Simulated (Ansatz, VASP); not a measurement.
**Bi in VASP and in Ansatz**

```
Bi
1.0
     3.48860   -3.13258    0.00000
     3.48860    3.13258    0.00000
    -1.26023    0.00000    3.11355
Bi
2
Direct
  0.75306 0.75306 0.85738
  0.24694 0.24694 0.14262
```

Alike in both runs: task relaxation of cell and atoms; functional LDA; k mesh 6 × 6 × 9; occupations fermi-dirac, width 0.05 eV; no spin polarisation.

|  | VASP | Ansatz |
| --- | --- | --- |
| version | VASP 6.6.1 | Ansatz 0.2.0 |
| potentials or method | VASP PAW LDA potentials, release 64 (Bi_d) | Ansatz PAW |
| plane-wave cutoff (eV) | 600 | 420 |
| valence electrons in the cell | 30 | 30 |

VASP gave:

| Item | Value |
| --- | --- |
| gap on the k mesh at the Fermi level, each at its own relaxed structure (eV) | none |
| relaxed volume (Å³/atom) | 31.66 |
| relaxed cell length with the largest relative difference (Å) | 3.316 |

Question: Estimate Ansatz's values.

Answer: gap on the k mesh at the Fermi level, each at its own relaxed structure (eV): none; relaxed volume (Å³/atom): 31.57; relaxed cell length with the largest relative difference (Å): 3.313.

LDA's correlation is that of Perdew and Zunger in VASP and of Perdew and Wang (1992) in Ansatz. A gap of «none» marks a metal or a gap that the smearing closes.

Neither program's run includes spin-orbit coupling. Noted on Ansatz's run: the plane-wave basis is chosen anew once the cell has moved, so the energies of steps on either side of that aren't comparable.
